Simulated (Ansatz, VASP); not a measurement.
Two plane-wave programs on In4Sb3As

INCAR

```
SYSTEM = In4Sb3As
ALGO     = Normal         ! electronic algorithm
EDIFF    = 1E-6           ! SCF threshold, eV
ENCUT    = 520            ! plane-wave cutoff, eV
GGA      = PE             ! functional
ISIF     = 2              ! what is computed and relaxed
ISMEAR   = 0              ! smearing method
LASPH    = .TRUE.         ! aspherical terms in the spheres
LCHARG   = .FALSE.        ! write CHGCAR
LREAL    = .FALSE.        ! projectors in reciprocal space
LWAVE    = .FALSE.        ! write WAVECAR
NBANDS   = 46             ! bands
NELM     = 100            ! most SCF steps
PREC     = Accurate       ! precision mode
SIGMA    = 0.1            ! smearing width, eV
```

Contents of KPOINTS:

```
k-points
0
G
  6 6 2
  0 0 0
```

File POSCAR:

```
In4Sb3As
1.0
    4.2342082100      0.0000000000      0.0000000000
   -2.1171041000      3.6669318700      0.0000000000
    0.0000000000      0.0000000000     13.9237350800
In Sb As
4 3 1
Direct
    0.6666666700      0.3333333300      0.2502940600
    0.6666666700      0.3333333300      0.7502940600
    0.3333333300      0.6666666700      0.0002940600
    0.3333333300      0.6666666700      0.5002940600
    0.6666666700      0.3333333300      0.4374559200
    0.3333333300      0.6666666700      0.1874559200
    0.3333333300      0.6666666700      0.6874559200
    0.6666666700      0.3333333300      0.9374559200
```

Input for Ansatz:

```yaml
crystal:
  lattice:
    - [4.23420821, 0.0, 0.0]
    - [-2.1171041, 3.66693187, 0.0]
    - [0.0, 0.0, 13.92373508]
  atoms:
    - { symbol: In, position: [0.66666667, 0.33333333, 0.25029406] }
    - { symbol: In, position: [0.66666667, 0.33333333, 0.75029406] }
    - { symbol: In, position: [0.33333333, 0.66666667, 0.00029406] }
    - { symbol: In, position: [0.33333333, 0.66666667, 0.50029406] }
    - { symbol: Sb, position: [0.66666667, 0.33333333, 0.43745592] }
    - { symbol: Sb, position: [0.33333333, 0.66666667, 0.18745592] }
    - { symbol: Sb, position: [0.33333333, 0.66666667, 0.68745592] }
    - { symbol: As, position: [0.66666667, 0.33333333, 0.93745592] }
basis:
  ecutwfc: 420
kpoints:
  mp_grid: { grid: [6, 6, 2] }
hamiltonian:
  xc: pbe
scf:
  occupations: { method: gaussian, width: 0.1 }
  lower_state_search: "off"
output:
  forces: true
  stress: true
  eigenvalues: true
```

Alike in both runs: task single point; functional PBE; k mesh 6 × 6 × 2; occupations gaussian, width 0.1 eV; no spin polarisation.

|  | VASP | Ansatz |
| --- | --- | --- |
| version | VASP 6.6.1 | Ansatz 0.2.0 |
| potentials or method | VASP PAW PBE potentials, release 64 (In_d, Sb, As), cutoff 520 eV | scalar-relativistic, plane waves, PAW |
| valence electrons in the cell | 72 | 112 |

|  | VASP | Ansatz | Ansatz less VASP |
| --- | --- | --- | --- |
| gap on the k mesh at the Fermi level (eV) | 0.25 | 0.26 | +0.005 |
| least direct gap on the mesh (eV) | 0.25 | 0.26 | +0.005 |
| pressure (GPa) | 18.4 | 18.4 | +0.01 |
| traceless stress, the component that is largest in VASP (GPa) | -0.09 | -0.10 | -0.006 |
| rms of the force components (eV/Å) | 0.411 | 0.415 | +0.0034 |

Atom by atom the forces differ by 0.003 eV/Å (rms over components). VASP's potentials hold 72 valence electrons a cell and Ansatz's 112, so a difference there can come from the potentials and not from the codes.

Spin-orbit coupling is off throughout.
